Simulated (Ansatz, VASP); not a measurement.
**One calculation of PbS, two programs**

```
Pb S
1.0
     0.00000    3.05395    2.87605
     3.05395    0.00000    2.87605
     3.05395    3.05395    0.00000
Pb S
1 1
Direct
  0.00000 0.00000 0.00000
  0.50000 0.50000 0.50000
```

Change from the starting cell: strain +0.030 along x and y, -0.030 along z, atoms carried along.

Alike in both runs: task single point; functional r2SCAN; k mesh 8 × 8 × 8; occupations gaussian, width 0.05 eV; no spin polarisation.

|  | VASP | Ansatz |
| --- | --- | --- |
| version | VASP 6.6.1 | Ansatz 0.2.0 |
| potentials or method | VASP PAW PBE potentials, release 64 (Pb_d, S), cutoff 520 eV | scalar-relativistic, plane waves, PAW |
| valence electrons in the cell | 20 | 20 |

Ansatz gave:

- gap on the k mesh at the Fermi level (eV): 0.61
- least direct gap on the mesh (eV): 0.61
- pressure (GPa): 0.2
- traceless stress, the component that is largest in VASP (GPa): 5.27

Problem. Which values does VASP return?

Solution. gap on the k mesh at the Fermi level (eV): 0.62; least direct gap on the mesh (eV): 0.62; pressure (GPa): 0.2; traceless stress, the component that is largest in VASP (GPa): 5.29.

VASP's potentials were made for PBE, not for r2SCAN. With one functional, cell and mesh, what is left measures potentials, basis and numerics.

Neither program's run includes spin-orbit coupling.
